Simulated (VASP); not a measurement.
# Mg3Te (I4/mmm) in VASP: a series of runs, part 2 of 2

VASP 6.6.1. Earlier steps stand in the parts before.

## 3. Relaxation of cell and atoms, PBEsol

Contents of INCAR:

```
SYSTEM = Mg3Te
PREC = Accurate
ENCUT = 600
EDIFF = 1E-7
ISMEAR = -1
SIGMA = 0.05
LREAL = .False.
LASPH = .True.
NELM = 80
ALGO = Fast
ISIF = 3
LWAVE = .False.
LCHARG = .False.
GGA = PS
IBRION = 2
NSW = 60
EDIFFG = -0.01
```

Contents of KPOINTS:

```
Automatic mesh
0
Gamma
  9 9 9
  0 0 0
```

Contents of POSCAR:

```
Mg3Te
1.0
   -2.1393600000      2.1393600000      5.2824880000
    2.1393600000     -2.1393600000      5.2824880000
    2.1393600000      2.1393600000     -5.2824880000
Te Mg
1 3
Direct
    0.0000000000      0.0000000000      0.0000000000
    0.2500000000      0.7500000000      0.5000000000
    0.7500000000      0.2500000000      0.5000000000
    0.5000000000      0.5000000000      0.0000000000
```

Potentials or basis: VASP PAW PBE potentials, release 64 (Te, Mg).

Run with:

```console
$ cat potpaw_PBE.64/Te/POTCAR potpaw_PBE.64/Mg/POTCAR > POTCAR
$ mpirun -np 1 vasp_std > vasp.out
```

Run time: 32 min. Hardware: 1 thread of AMD EPYC 7R13, shared host; peak memory 0.45 GiB.

Results (log left out):

| Property | Result |
| --- | --- |
| Free energy | -9.4252 eV |
| Relaxed volume | 23.37 Å³/atom |
| Relaxed cell | a = 5.932 Å, b = 5.932 Å, c = 5.932 Å, α = 137.71°, β = 137.71°, γ = 61.35° |
| Space group after relaxing (to 0.1 Å) | I4/mmm (No. 139) |
| Energy gained by relaxing | 3.5 meV/atom |
| Ionic steps | 10 |
| Pressure after relaxing | 0.0 GPa |
| Band gap on the k mesh | zero (bands 6 and 7 overlap by 1.58 eV) |

The path:
| step | energy change (eV) | largest force (eV/Å) | pressure (GPa) | volume (Å³) |
| --- | --- | --- | --- | --- |
| 1 | 0.0000 | 0.0000 | -1.08 | 96.71 |
| 2 | -0.0095 | 0.0000 | -0.20 | 94.44 |
| 3 | -0.0099 | 0.0000 | 0.02 | 93.90 |
| 4 | -0.0107 | 0.0000 | 0.02 | 93.82 |
| 5 | -0.0129 | 0.0000 | 0.04 | 93.58 |
| 6 | -0.0136 | 0.0000 | 0.13 | 93.09 |
| 7 | -0.0140 | 0.0000 | 0.08 | 93.30 |
| 8 | -0.0140 | 0.0000 | 0.09 | 93.27 |
| 9 | -0.0140 | 0.0000 | -0.10 | 93.68 |
| 10 | -0.0141 | 0.0000 | 0.00 | 93.46 |

Final structure:
```
Te Mg
1.0
    -2.14005    2.14005    5.10192
     2.14005   -2.14005    5.10192
     2.14005    2.14005   -5.10192
Te Mg
1 3
Direct
  0.00000 0.00000 0.00000
  0.25000 0.75000 0.50000
  0.75000 0.25000 0.50000
  0.50000 0.50000 0.00000
```

Levels at points of the mesh, in eV from the Fermi level:
```
           k point  band 4  band 5  band 6  band 7  band 8  band 9
(0.00, 0.00, 0.00)   -2.77   -2.77    0.30    1.09    1.43    1.43
```

Caveat: the PAW data sets were made with another functional, which shifts forces and pressure a little; spin-orbit coupling is left out, which moves the levels of the heavy elements.

## 4. Relaxation of cell and atoms, PBEsol+D3(BJ)

Contents of INCAR:

```
PREC = Accurate
ENCUT = 600
EDIFF = 1E-7
ISMEAR = -1
SIGMA = 0.05
LREAL = False
LASPH = True
NELM = 80
ALGO = Normal
ISIF = 3
LWAVE = False
LCHARG = False
GGA = PS
IVDW = 12
IBRION = 2
NSW = 60
EDIFFG = -0.01
```

Contents of KPOINTS:

```
regular mesh
0
Gamma
  9 9 9
```

POSCAR is that of step 3.

Run with:

```console
$ cat potpaw_PBE.64/Te/POTCAR potpaw_PBE.64/Mg/POTCAR > POTCAR
$ mpirun -np 1 vasp_std > vasp.out
```

Run time: 27 min. Hardware: 1 thread of AMD EPYC 7R13, shared host; peak memory 0.45 GiB.

The run converged. Its results:

- Free energy: -10.7674 eV
- Relaxed volume: 22.04 Å³/atom
- Relaxed cell: a = 5.789 Å, b = 5.789 Å, c = 5.789 Å, α = 137.32°, β = 137.32°, γ = 61.95°
- Space group after relaxing (to 0.1 Å): I4/mmm (No. 139)
- Energy gained by relaxing: 25.4 meV/atom
- Ionic steps: 10
- Pressure after relaxing: 0.0 GPa
- Band gap on the k mesh: zero (bands 6 and 7 overlap by 1.82 eV)
- Dispersion energy per atom: -0.346 eV

Step by step:
```tsv
step	energy change (eV)	largest force (eV/Å)	pressure (GPa)	volume (Å³)
1	0.0000	0.0000	-3.27	96.71
2	-0.0858	0.0000	-0.61	89.97
3	-0.0884	0.0000	0.00	88.73
4	-0.0884	0.0000	0.08	88.58
5	-0.0930	0.0000	0.08	88.39
6	-0.1010	0.0000	0.20	87.82
7	-0.1011	0.0000	0.24	87.69
8	-0.1012	0.0000	0.23	87.72
9	-0.1013	0.0000	-0.14	88.42
10	-0.1015	0.0000	0.00	88.14
```

Final structure:
```xyz
4
Lattice="-2.1070 2.1070 4.9637 2.1070 -2.1070 4.9637 2.1070 2.1070 -4.9637" Properties=species:S:1:pos:R:3 pbc="T T T"
Te    0.0000    0.0000    0.0000
Mg    2.1070    0.0000    2.4819
Mg    0.0000    2.1070    2.4819
Mg    0.0000    0.0000    4.9637
```

Levels at points of the mesh, in eV from the Fermi level:
| k point | band 3 | band 4 | band 5 | band 6 | band 7 | band 8 | band 9 | band 10 |
| --- | --- | --- | --- | --- | --- | --- | --- | --- |
| (0.00, 0.00, 0.00) | -4.23 | -2.93 | -2.93 | 0.39 | 1.02 | 1.38 | 1.38 | 1.40 |

Caveat: the PAW data sets were made with another functional, which shifts forces and pressure a little; spin-orbit coupling is left out, which moves the levels of the heavy elements.

## 5. Relaxation of cell and atoms, PBEsol+D4

Contents of INCAR:

```
SYSTEM = Mg3Te
PREC = Accurate
ENCUT = 600
EDIFF = 1E-6
ISMEAR = -1
SIGMA = 0.05
LREAL = .False.
LASPH = .True.
NELM = 60
ALGO = Normal
ISIF = 3
LWAVE = .False.
LCHARG = .False.
GGA = PS
IVDW = 13
IBRION = 2
NSW = 60
EDIFFG = -0.01
```

Contents of KPOINTS:

```
Automatic mesh
0
Gamma
  9 9 9
  0 0 0
```

POSCAR is that of step 4.

Run with:

```console
$ cat potpaw_PBE.64/Te/POTCAR potpaw_PBE.64/Mg/POTCAR > POTCAR
$ mpirun -np 1 vasp_std > vasp.out
```

It took 22 min on 1 thread of AMD EPYC 7R13, shared host; peak memory 0.44 GiB.

It converged, with:

- Free energy: -10.0181 eV
- Relaxed volume: 22.79 Å³/atom
- Relaxed cell: a = 5.868 Å, b = 5.868 Å, c = 5.868 Å, α = 137.50°, β = 137.50°, γ = 61.67°
- Space group after relaxing (to 0.1 Å): I4/mmm (No. 139)
- Energy gained by relaxing: 10.1 meV/atom
- Ionic steps: 10
- Pressure after relaxing: 0.0 GPa
- Band gap on the k mesh: zero (bands 6 and 7 overlap by 1.69 eV)
- Dispersion energy per atom: -0.150 eV

Step by step:
```csv
step,energy change (eV),largest force (eV/Å),pressure (GPa),volume (Å³)
1,0.0000,0.0000,-2.00,96.71
2,-0.0319,0.0000,-0.37,92.55
3,-0.0330,0.0000,0.01,91.70
4,-0.0349,0.0000,0.01,91.58
5,-0.0394,0.0000,0.05,91.22
6,-0.0362,0.0000,0.28,90.44
7,-0.0405,0.0000,0.10,90.99
8,-0.0405,0.0000,0.11,90.96
9,-0.0405,0.0000,-0.10,91.38
10,-0.0406,0.0000,0.00,91.16
```

Final structure:
```
Te Mg
1.0
    -2.12677    2.12677    5.03879
     2.12677   -2.12677    5.03879
     2.12677    2.12677   -5.03879
Te Mg
1 3
Direct
  0.00000 0.00000 0.00000
  0.25000 0.75000 0.50000
  0.75000 0.25000 0.50000
  0.50000 0.50000 0.00000
```

Levels at points of the mesh, in eV from the Fermi level:
| k point | band 2 | band 3 | band 4 | band 5 | band 6 | band 7 | band 8 | band 9 | band 10 |
| --- | --- | --- | --- | --- | --- | --- | --- | --- | --- |
| (0.00, 0.00, 0.00) | -4.36 | -4.23 | -2.84 | -2.84 | 0.34 | 1.06 | 1.40 | 1.40 | 1.48 |

Caveat: the PAW data sets were made with another functional, which shifts forces and pressure a little; spin-orbit coupling is left out, which moves the levels of the heavy elements.

## 6. Single point, r2SCAN

This run uses another cell than the first one, of 23.69 Å³/atom.

Contents of POSCAR:

```
Mg3Te
1.0
   -2.1250014466      2.1250014466      5.2470339922
    2.1250014466     -2.1250014466      5.2470339922
    2.1250014466      2.1250014466     -5.2470339922
Te Mg
1 3
Direct
    0.0000000000      0.0000000000      0.0000000000
    0.2500000000      0.7500000000      0.5000000000
    0.7500000000      0.2500000000      0.5000000000
    0.5000000000      0.5000000000      0.0000000000
```

Contents of INCAR.step1:

```
SYSTEM = Mg3Te
ALGO = Normal
EDIFF = 1E-4
ENCUT = 520
GGA = PE
ISMEAR = -1
LASPH = .True.
LCHARG = .False.
LREAL = .False.
LWAVE = .True.
NBANDS = 14
NELM = 60
PREC = Accurate
SIGMA = 0.05
```

Contents of INCAR.step2:

```
SYSTEM = Mg3Te
ALGO = Normal
EDIFF = 1E-7
ENCUT = 520
ISIF = 2
ISMEAR = -1
ISTART = 1
LASPH = .True.
LCHARG = .False.
LMIXTAU = .True.
LREAL = .False.
LWAVE = .False.
METAGGA = R2SCAN
NBANDS = 14
NELM = 60
PREC = Accurate
SIGMA = 0.05
```

Contents of KPOINTS:

```
k-points
0
Gamma
  9 9 9
  0 0 0
```

Potentials or basis: VASP PAW PBE potentials, release 64 (Te, Mg).

Run with:

```console
$ cat potpaw_PBE.64/Te/POTCAR potpaw_PBE.64/Mg/POTCAR > POTCAR
$ cp INCAR.step1 INCAR
$ mpirun -np 1 vasp_std > vasp.out
$ cp INCAR.step2 INCAR
$ mpirun -np 1 vasp_std > vasp.out
```

Run time: 5.2 min. Hardware: 1 thread of Intel Xeon 6975P-C (Granite Rapids), shared host; peak memory 0.42 GiB.

Results (log left out):

```yaml
Free_energy: -38.5127 eV
Pressure: -0.2 GPa
Band_gap_on_the_k_mesh: zero (bands 6 and 7 overlap by 1.71 eV)
```

Stress tensor (GPa, compression positive):
```
-0.29  0.00  0.00
 0.00 -0.29  0.00
 0.00  0.00  0.01
```

Levels at points of the mesh, in eV from the Fermi level:
```tsv
k point	band 2	band 3	band 4	band 5	band 6	band 7	band 8	band 9	band 10	band 11
(0.00, 0.00, 0.00)	-4.69	-4.52	-3.00	-3.00	0.60	1.17	1.56	1.56	1.94	4.19
```

Caveat: the PAW data sets were made with another functional, which shifts forces and pressure a little; spin-orbit coupling is left out, which moves the levels of the heavy elements.

## 7. Overview

| task | level | cell | cutoff (eV) | gap on the mesh (eV) | pressure (GPa) | relaxed volume (Å³/atom) |
| --- | --- | --- | --- | --- | --- | --- |
| relaxation of cell and atoms | PBEsol | relaxed to 30 GPa from a = 6.088 Å, angles 138.9, 138.9, 59.6°, 4 atoms | 600 | none | 30.0 | - |
| relaxation of cell and atoms | PBEsol | relaxed from a = 6.088 Å, angles 138.9, 138.9, 59.6°, 4 atoms | 600 | none | 0.0 | 23.37 |
| relaxation of cell and atoms | PBEsol+D3(BJ) | relaxed from a = 6.088 Å, angles 138.9, 138.9, 59.6°, 4 atoms | 600 | none | 0.0 | 22.04 |
| relaxation of cell and atoms | PBEsol+D4 | relaxed from a = 6.088 Å, angles 138.9, 138.9, 59.6°, 4 atoms | 600 | none | 0.0 | 22.79 |
| single point | r2SCAN | a = 6.047 Å, angles 138.9, 138.9, 59.6°, 4 atoms | 520 | none | -0.2 | - |

Alike in all rows: potentials or basis VASP PAW PBE potentials, release 64 (Te, Mg); no spin polarisation; k mesh 9 × 9 × 9; smearing fermi-dirac 0.05 eV.

Caveats: the PAW data sets were made with another functional, which shifts forces and pressure a little; spin-orbit coupling is left out, which moves the levels of the heavy elements; the cell is relaxed towards a set pressure, so the run minimises the enthalpy, not the energy (at least some runs); the volume moved by over 15 % at a fixed basis, so the end points are rough (at least some runs).

Total energies depend on the potentials used, so only differences within one code and one set of settings carry meaning.
